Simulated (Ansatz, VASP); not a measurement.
## KF in VASP and in Ansatz

File INCAR:

```
SYSTEM = KF
PREC = Accurate ; ENCUT = 520
EDIFF = 1E-6 ; ISMEAR = 0
SIGMA = 0.05 ; LREAL = .False.
LASPH = .True. ; NELM = 60
ALGO = Normal ; ISIF = 2
LWAVE = .False. ; LCHARG = .False.
NBANDS = 15
```

The input KPOINTS:

```
regular mesh
0
Gamma
  8 8 8
  0 0 0
```

POSCAR

```
KF
1.0
   -0.1074163695      2.4871819268      2.4871819268
    2.4871819268     -0.1074163695      2.4871819268
    2.4871819268      2.4871819268     -0.1074163695
K F
1 1
Direct
    0.0000000000      0.0000000000      0.0000000000
    0.5000000000      0.5000000000      0.5000000000
```

Input for Ansatz:

```yaml
crystal:
  lattice:
    - [-0.1074163695, 2.4871819268, 2.4871819268]
    - [2.4871819268, -0.1074163695, 2.4871819268]
    - [2.4871819268, 2.4871819268, -0.1074163695]
  atoms:
    - { symbol: K, position: [0.0, 0.0, 0.0] }
    - { symbol: F, position: [0.5, 0.5, 0.5] }
basis:
  ecutwfc: 520.0
kpoints:
  mp_grid: { grid: [8, 8, 8] }
hamiltonian:
  xc: lda
scf:
  occupations: { method: gaussian, width: 0.05 }
output:
  forces: true
  stress: true
  eigenvalues: true
```

Alike in both runs: task single point; functional LDA; k mesh 8 × 8 × 8; occupations gaussian, width 0.05 eV; no spin polarisation.

|  | VASP | Ansatz |
| --- | --- | --- |
| version | VASP 6.6.1 | Ansatz 0.2.0 |
| potentials or method | VASP PAW LDA potentials, release 64 (K_sv, F), cutoff 520 eV | scalar-relativistic, plane waves, PAW |
| valence electrons in the cell | 16 | 16 |

```csv
,VASP,Ansatz,Ansatz less VASP
gap on the k mesh at the Fermi level (eV),6.59,6.61,+0.021
least direct gap on the mesh (eV),6.59,6.61,+0.021
pressure (GPa),2.6,2.3,-0.33
"traceless stress, the component that is largest in VASP (GPa)",0.41,0.43,+0.018
```

LDA's correlation is that of Perdew and Zunger in VASP and of Perdew and Wang (1992) in Ansatz.
